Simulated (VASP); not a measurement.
The system is Ni.

```xyz
2
Lattice="2.4480 0.0000 0.0000 -1.2240 2.1201 0.0000 0.0000 0.0000 4.0728" Properties=species:S:1:pos:R:3 pbc="T T T"
Ni    1.2240    0.7067    3.0546
Ni    0.0000    1.4134    1.0182
```

This isn't the form of Ni at room conditions, which is fcc.

Program: VASP 6.6.1. Alike in all runs: task single point; spin collinear, ferromagnetic start; cell as given; k mesh 12 × 12 × 7; cutoff (eV) 520; smearing fermi-dirac 0.05 eV.

Order these runs on this cell by their pressure, lowest first.
A. level LDA; potentials or basis VASP PAW LDA potentials, release 64 (Ni)
B. level PBE; potentials or basis VASP PAW PBE potentials, release 64 (Ni)
C. level revPBE; potentials or basis VASP PAW PBE potentials, release 64 (Ni)

A (-11.0 GPa), B (7.0 GPa), C (11.3 GPa).

Caveats: the cell stands under pressure (at least some runs); the PAW data sets were made with another functional, which shifts forces and pressure a little (at least some runs); the cell stands under tension (at least some runs).
